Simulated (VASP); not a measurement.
Runs of VASP 6.6.1 on InP. The structure is that of space group F-43m (No. 216), or close to it. The cells are those of the table. 

```tsv
task	cell	cutoff (eV)	gap on the mesh (eV)	pressure (GPa)
relaxation of cell and atoms	relaxed to -2 GPa from a = 4.157 Å, angles 60.0, 60.0, 90.0°, 2 atoms	600	0.39	-2.0
single point	a = 3.945 Å, angles 60.0, 60.0, 90.0°, 2 atoms	520	1.34	14.9
relaxation of cell and atoms	relaxed to 4 GPa from a = 4.157 Å, angles 60.0, 60.0, 90.0°, 2 atoms	600	0.85	4.0
single point	a = 4.202 Å, angles 60.0, 60.0, 90.0°, 2 atoms	520	0.39	-2.0
relaxation of cell and atoms	relaxed to 7 GPa from a = 4.157 Å, angles 60.0, 60.0, 90.0°, 2 atoms	600	1.02	7.0
single point	a = 4.118 Å, angles 60.0, 60.0, 90.0°, 2 atoms	520	0.72	1.9
relaxation of cell and atoms	relaxed to 10 GPa from a = 4.157 Å, angles 60.0, 60.0, 90.0°, 2 atoms	600	1.17	10.0
single point	a = 4.001 Å, angles 60.0, 60.0, 90.0°, 2 atoms	520	1.17	(a)
relaxation of cell and atoms	relaxed to 15 GPa from a = 4.157 Å, angles 60.0, 60.0, 90.0°, 2 atoms	600	1.34	15.0
relaxation of cell and atoms	relaxed to 2 GPa from a = 4.157 Å, angles 60.0, 60.0, 90.0°, 2 atoms	600	0.72	2.0
single point	a = 4.084 Å, angles 60.0, 60.0, 90.0°, 2 atoms	520	0.85	4.0
single point	a = 4.040 Å, angles 60.0, 60.0, 90.0°, 2 atoms	520	1.02	6.9
```

Alike in all rows: level PBEsol; potentials or basis VASP PAW PBE potentials, release 64 (In_d, P); no spin polarisation; k mesh 8 × 8 × 8; smearing gaussian 0.01 eV.

**Question.** Estimate the missing entries.

**Answer.** (a) 9.9.

Caveats: the PAW data sets were made with another functional, which shifts forces and pressure a little; spin-orbit coupling is left out, which moves the levels of the heavy elements; the cell is relaxed towards a set pressure, so the enthalpy falls and the energy may rise (some runs).

A k mesh can miss the band edges, and the runs leave out spin-orbit coupling on In.
